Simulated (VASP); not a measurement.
# CdTe (zincblende type) (F-43m) in VASP: relaxation of cell and atoms with LDA

Aim: the relaxation of cell and atoms of CdTe (zincblende type) with LDA.

Program: VASP 6.6.1. These are calculated values, not measurements. Logs are shortened: lines on timing, memory, paths and dates and some standing lists are left out, and cuts for length are marked.

## Step 1: The cell of the first run

Symmetry: F-43m, No. 216, cubic system. The conventional cell has a = 6.214 Å, b = 6.214 Å, c = 6.214 Å, α = 90.00°, β = 90.00°, γ = 90.00°. Within 3.5 Å of Cd (site symmetry -43m) lie 4 Te at 2.69 Å. Te (site symmetry -43m) has 4 Cd at 2.69 Å within 3.5 Å.

## Step 2: Relaxation of cell and atoms, LDA

INCAR

```
SYSTEM = CdTe
ALGO = Normal
EDIFF = 1E-6
EDIFFG = -0.005
ENCUT = 600
GGA = CA
IBRION = 2
ISIF = 3
ISMEAR = -1
LASPH = .TRUE.
LCHARG = .FALSE.
LREAL = .FALSE.
LWAVE = .FALSE.
NELM = 60
NSW = 60
PREC = Accurate
SIGMA = 0.05
```

KPOINTS

```
k-points
0
G
  12 12 12
  0 0 0
```

POSCAR

```
CdTe
1.0
    0.0000000000      3.1072325060      3.1072325060
    3.1072325060      0.0000000000      3.1072325060
    3.1072325060      3.1072325060      0.0000000000
Cd Te
1 1
Direct
    0.0000000000      0.0000000000      0.0000000000
    0.2500000000      0.2500000000      0.2500000000
```

Potentials or basis: VASP PAW LDA potentials, release 64 (Cd, Te).

The run is started by

```
$ cat potpaw_LDA.64/Cd/POTCAR potpaw_LDA.64/Te/POTCAR > POTCAR
$ mpirun -np 1 vasp_std > vasp.out
```

OUTCAR:

```text
SYSTEM = CdTe
   EDIFF = 1E-6
   EDIFFG = -0.005
   ENCUT = 600
   GGA = CA
   IBRION = 2
   ISIF = 3
   ISMEAR = -1
   LASPH = .TRUE.
   LREAL = .FALSE.
   NELM = 60
   NSW = 60
   PREC = Accurate

 ion  position               nearest neighbor table
   1  0.000  0.000  0.000-   2 2.69   2 2.69   2 2.69   2 2.69
   2  0.250  0.250  0.250-   1 2.69   1 2.69   1 2.69   1 2.69

  LATTYP: Found a face centered cubic cell.
 ALAT       =     6.2144650120

  Lattice vectors:

 A1 = (   0.0000000000,   3.1072325060,   3.1072325060)
 A2 = (   3.1072325060,   0.0000000000,   3.1072325060)
 A3 = (   3.1072325060,   3.1072325060,   0.0000000000)

Analysis of symmetry for initial positions (statically):
=====================================================================
 Subroutine PRICEL returns:
 Original cell was already a primitive cell.

 Routine SETGRP: Setting up the symmetry group for a
 face centered cubic supercell.

 Subroutine GETGRP returns: Found 24 space group operations
 (whereof 24 operations were pure point group operations)
 out of a pool of 48 trial point group operations.

The static configuration has the point symmetry T_d .

Analysis of symmetry for dynamics (positions and initial velocities):
=====================================================================
 Subroutine PRICEL returns:
 Original cell was already a primitive cell.

 Routine SETGRP: Setting up the symmetry group for a
 face centered cubic supercell.

 Subroutine GETGRP returns: Found 24 space group operations
 (whereof 24 operations were pure point group operations)
 out of a pool of 48 trial point group operations.

The dynamic configuration has the point symmetry T_d .

 Subroutine INISYM returns: Found 24 space group operations
 (whereof 24 operations are pure point group operations),
 and found     1 'primitive' translations

----------------------------------------------------------------------------------------

                                     Primitive cell

  volume of cell :      60.0000

  direct lattice vectors                    reciprocal lattice vectors
     0.000000000  3.107232506  3.107232506    -0.160914897  0.160914897  0.160914897
     3.107232506  0.000000000  3.107232506     0.160914897 -0.160914897  0.160914897
     3.107232506  3.107232506  0.000000000     0.160914897  0.160914897 -0.160914897

  length of vectors
     4.394290351  4.394290351  4.394290351     0.278712778  0.278712778  0.278712778

  position of ions in fractional coordinates (direct lattice)
     0.000000000  0.000000000  0.000000000
     0.250000000  0.250000000  0.250000000

  ion indices of the primitive-cell ions
   primitive index   ion index
                 1           1
                 2           2

----------------------------------------------------------------------------------------

 KPOINTS: k-points

Automatic generation of k-mesh.
 Grid dimensions read from file:
 generate k-points for:   12   12   12

 Generating k-lattice:

  Cartesian coordinates                     Fractional coordinates (reciprocal lattice)
    -0.013409575  0.013409575  0.013409575     0.083333333  0.000000000  0.000000000
     0.013409575 -0.013409575  0.013409575     0.000000000  0.083333333  0.000000000
     0.013409575  0.013409575 -0.013409575     0.000000000  0.000000000  0.083333333

  Length of vectors
     0.023226065  0.023226065  0.023226065

  Shift w.r.t. Gamma in fractional coordinates (k-lattice)
     0.000000000  0.000000000  0.000000000

 Subroutine IBZKPT returns following result:
 ===========================================

 Found     72 irreducible k-points:

 Following reciprocal coordinates:
            Coordinates               Weight
  0.000000  0.000000  0.000000      1.000000
  0.083333  0.000000  0.000000      8.000000
  0.166667  0.000000  0.000000      8.000000
  0.250000  0.000000  0.000000      8.000000
  0.333333  0.000000  0.000000      8.000000
  0.416667  0.000000  0.000000      8.000000
[... 16 lines left out ...]
  0.500000  0.166667  0.000000     24.000000
 -0.416667  0.166667  0.000000     24.000000
 [... further k-points ...]
   k-points           NKPTS =     72   k-points in BZ     NKDIM =     72   number of bands    NBANDS=     13
   number of dos      NEDOS =    301   number of ions     NIONS =      2
   total plane-waves  NPLWV =  46656
   dimension x,y,z NGX =    36 NGY =   36 NGZ =   36
   dimension x,y,z NGXF=    72 NGYF=   72 NGZF=   72
   ions per type =               1   1
   NGX,Y,Z   is equivalent  to a cutoff of  13.62, 13.62, 13.62 a.u.
   NGXF,Y,Z  is equivalent  to a cutoff of  27.24, 27.24, 27.24 a.u.
 SYSTEM =  CdTe
   PREC   = accura    normal or accurate (medium, high low for compatibility)
   ISTART =      0    job   : 0-new  1-cont  2-samecut
   ICHARG =      2    charge: 1-file 2-atom 10-const
   ISPIN  =      1    spin polarized calculation?
   LNONCOLLINEAR =      F non collinear calculations
   LSORBIT =      F    spin-orbit coupling
   LASPH  =      T    aspherical Exc in radial PAW
   ENCUT  =  600.0 eV  44.10 Ry    6.64 a.u.   8.78  8.78  8.78*2*pi/ulx,y,z
   NELM   =     60;   NELMIN=  2; NELMDL= -5     # of ELM steps
   EDIFF  = 0.1E-05   stopping-criterion for ELM
   LREAL  =      F    real-space projection
   EDIFFG = -.5E-02   stopping-criterion for IOM
   NSW    =     60    number of steps for IOM
   IBRION =      2    ionic relax: 0-MD 1-quasi-New 2-CG
   NFREE  =      1    steps in history (QN), initial steepest desc. (CG)
   ISIF   =      3    stress and relaxation
   ISYM   =      2    0-nonsym 1-usesym 2-fastsym
   POTIM  = 0.5000    time-step for ionic-motion
   TEBEG  =    0.0;   TEEND  =   0.0 temperature during run
   PSTRESS=    0.0 pullay stress
   NELECT =      18.0000    total number of electrons
   NUPDOWN=      -1.0000    fix difference up-down
   EMIN   =  10.00;   EMAX   =-10.00  energy-range for DOS
   EFERMI =   0.00;   METHOD = LEGACY
   ISMEAR =    -1;   SIGMA  =   0.05  broadening in eV -4-tet -1-fermi 0-gaus
   EFERMI_NEDOS =   21; number of points for ismear=-14 and -15
   IALGO  =     38    algorithm
   IMIX   =      4    mixing-type and parameters
     AMIX     =   0.40;   BMIX     =  1.00
     AMIX_MAG =   1.60;   BMIX_MAG =  1.00
  volume/ion in A,a.u.               =      30.00       202.45
  Fermi-wavevector in a.u.,A,eV,Ry     =   1.095928  2.071003 16.341381  1.201058
  Thomas-Fermi vector in A             =   2.232260
   LORBIT       =      0    0 simple, 1 ext, 2 COOP (PROOUT), +10 PAW based schemes
   GGA     = CA    functional components
   LHFCALC =     F    Hartree Fock is set to
   AEXX    =    0.0000 exact exchange contribution
   IVDW    =     0    specifies the selected vdW correction
   LEPSILON=     F    determine dielectric tensor
   LRPA    =     F    only Hartree local field effects (RPA)
 conjugate gradient relaxation of ions
 non-spin polarized calculation
  energy-cutoff  :      600.00
  volume of cell :       60.00
 maximum number of plane-waves:      2044
   NGX = 17   NGY = 17   NGZ = 17

--------------------------------------- Ionic step        1  -------------------------------------------

 number of electron      18.0000001 magnetization

 Free energy of the ion-electron system (eV)
  ---------------------------------------------------
  ext. energy  EPLUGINS =         0.00000000
  ---------------------------------------------------
  free energy    TOTEN  =        -5.95150778 eV

  energy without entropy =       -5.95150751  energy(sigma->0) =       -5.95150765

------------------------ aborting loop because EDIFF is reached ----------------------------------------

  FORCE on cell =-STRESS in cart. coord.  units (eV):
  Direction    XX          YY          ZZ          XY          YZ          ZX
  --------------------------------------------------------------------------------------
  -------------------------------------------------------------------------------------
  Total        2.1247292      2.1247292      2.1247292     -0.0000000      0.0000000      0.0000000
  in kB       56.7365497     56.7365497     56.7365497     -0.0000000      0.0000000      0.0000000
  external PRESSURE =      56.7365497 kB  Pullay stress =       0.0000000 kB
[... 57 lines left out ...]
  energy  without entropy=       -6.0260374690  energy(sigma->0) =       -6.02604753

--------------------------------------- Ionic step        3  -------------------------------------------

 number of electron      17.9999994 magnetization

 Free energy of the ion-electron system (eV)
  ---------------------------------------------------
  ext. energy  EPLUGINS =         0.00000000
  ---------------------------------------------------
  free energy    TOTEN  =        -6.05069819 eV

  energy without entropy =       -6.05069337  energy(sigma->0) =       -6.05069578

 E-fermi :   2.7980     XC(G=0):  -9.0700

 val. band max:        2.4210490454   @ k =   0.0000   0.0000   0.0000
 cond. band min:       3.0608069683   @ k =   0.0000   0.0000   0.0000
 fundamental gap:      0.6397579229
 Fermi energy:         2.7980097433

 k-point     1 :       0.0000    0.0000    0.0000
  band No.  band energies     occupation
      1      -8.9866      2.00000
      2      -5.9728      2.00000
      3      -5.9728      2.00000
      4      -5.9728      2.00000
      5      -5.6870      2.00000
      6      -5.6870      2.00000
      7       2.4210      1.99894
      8       2.4210      1.99894
      9       2.4210      1.99894
     10       3.0608      0.01038
     11       6.9031      0.00000
     12       6.9031      0.00000
     13       6.9031      0.00000
[... 353 lines left out ...]
 k-point    24 :      -0.4167    0.1667    0.0000
  band No.  band energies     occupation
      1      -8.5157      2.00000
      2      -5.8873      2.00000
      3      -5.8785      2.00000
      4      -5.6948      2.00000
      5      -5.6821      2.00000
      6      -5.2650      2.00000
      7      -2.0799      2.00000
      8       0.5125      2.00000
      9       1.3636      2.00000
     10       5.1229      0.00000
     11       7.0840      0.00000
     12       8.1214      0.00000
     13       9.3830      0.00000

 [... further k-points ...]
[... 5 lines left out ...]
  --------------------------------------------------------------------------------------
  -------------------------------------------------------------------------------------
  Total        0.0091568      0.0091568      0.0091568      0.0000000      0.0000000     -0.0000000
  in kB        0.2217917      0.2217917      0.2217917      0.0000000      0.0000000     -0.0000000
  external PRESSURE =       0.2217917 kB  Pullay stress =       0.0000000 kB
[... 17 lines left out ...]
  FREE ENERGIE OF THE ION-ELECTRON SYSTEM (eV)
  ---------------------------------------------------
  free  energy   TOTEN  =        -6.0506981871 eV

  energy  without entropy=       -6.0506933676  energy(sigma->0) =       -6.05069578

 reached required accuracy - stopping structural energy minimisation
```

Run time: 3.1 min. Hardware: 1 thread of Intel Xeon 8259CL, shared host; peak memory 0.24 GiB.

Results:

```yaml
Free_energy: -6.0507 eV
Relaxed_volume: 33.07 Å³/atom
Relaxed_cell: a = 4.540 Å, b = 4.540 Å, c = 4.540 Å, α = 60.00°, β = 60.00°, γ = 60.00°
Space_group_after_relaxing_to_0.05_Å: F-43m (No. 216)
Energy_gained_by_relaxing: 49.6 meV/atom
Ionic_steps: 3
Pressure_after_relaxing: 0.0 GPa
Band_gap_on_the_k_mesh: 0.64 eV, direct
```

The path:
```tsv
step	energy change (eV)	largest force (eV/Å)	pressure (GPa)	volume (Å³)
1	0.0000	0.0000	5.67	60.00
2	-0.0745	0.0000	-2.11	69.71
3	-0.0992	0.0000	0.02	66.15
```

Final structure:
```
Cd Te
1.0
     0.00000    3.20991    3.20991
     3.20991    0.00000    3.20991
     3.20991    3.20991    0.00000
Cd Te
1 1
Direct
  0.00000 0.00000 0.00000
  0.25000 0.25000 0.25000
```

Caveat: spin-orbit coupling is left out, which moves the levels of the heavy elements.
